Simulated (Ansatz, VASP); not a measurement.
**One calculation of AlRu, two programs**

Contents of INCAR:

```
ALGO = Normal
EDIFF = 1E-7
EDIFFG = -0.002
ENCUT = 500
GGA = PE
GGA_COMPAT = False
IBRION = 2
ISIF = 3
ISMEAR = 0
IVDW = 12
LASPH = True
LCHARG = False
LREAL = False
LWAVE = False
NELM = 120
NELMIN = 4
NSW = 100
PREC = Accurate
SIGMA = 0.1
```

Contents of KPOINTS:

```
k-points
0
Gamma
  14 14 14
```

The input POSCAR:

```
AlRu
1.0
    2.9700000000      0.0000000000      0.0000000000
    0.0000000000      2.9700000000      0.0000000000
    0.0000000000      0.0000000000      2.9700000000
Ru Al
1 1
Direct
    0.0000000000      0.0000000000      0.0000000000
    0.5000000000      0.5000000000      0.5000000000
```

Input for Ansatz:

```yaml
crystal:
  lattice:
    - [2.97, 0.0, 0.0]
    - [0.0, 2.97, 0.0]
    - [0.0, 0.0, 2.97]
  atoms:
    - { symbol: Ru, position: [0.0, 0.0, 0.0] }
    - { symbol: Al, position: [0.5, 0.5, 0.5] }
basis:
  ecutwfc: 420
kpoints:
  mp_grid: { grid: [14, 14, 14] }
hamiltonian:
  xc: pbe
  dispersion: d3bj
  pseudopotentials: { kind: paw, azcp: { folder: soft_1 } }
scf:
  occupations: { method: gaussian, width: 0.1 }
output:
  forces: true
  stress: true
  eigenvalues: true
  write_density: true
  write_potential: true
  elf: true
  volumetric_format: npy
relax:
  adjacent_minimum: "off"
  f_tol: 0.002
  max_steps: 80
  cell: { stress_tol: 0.02 }
```

Alike in both runs: task relaxation of cell and atoms; functional PBE; dispersion D3(BJ); k mesh 14 × 14 × 14; occupations gaussian, width 0.1 eV; no spin polarisation.

```csv
,VASP,Ansatz
version,VASP 6.6.1,Ansatz 0.2.0
potentials or method,"VASP PAW PBE potentials, release 64 (Ru_pv, Al), cutoff 500 eV","scalar-relativistic, plane waves, PAW"
valence electrons in the cell,17,19
```

|  | VASP | Ansatz | Ansatz less VASP |
| --- | --- | --- | --- |
| gap on the k mesh at the Fermi level, each at its own relaxed structure (eV) | none | none | - |
| relaxed volume (Å³/atom) | 13.14 | 13.14 | -0.001 |
| relaxed cell length with the largest relative difference (Å) | 2.973 | 2.973 | -0.0001 |

A gap of «none» marks a metal or a gap that the smearing closes. VASP's potentials hold 17 valence electrons a cell and Ansatz's 19, so a difference there can come from the potentials and not from the codes.
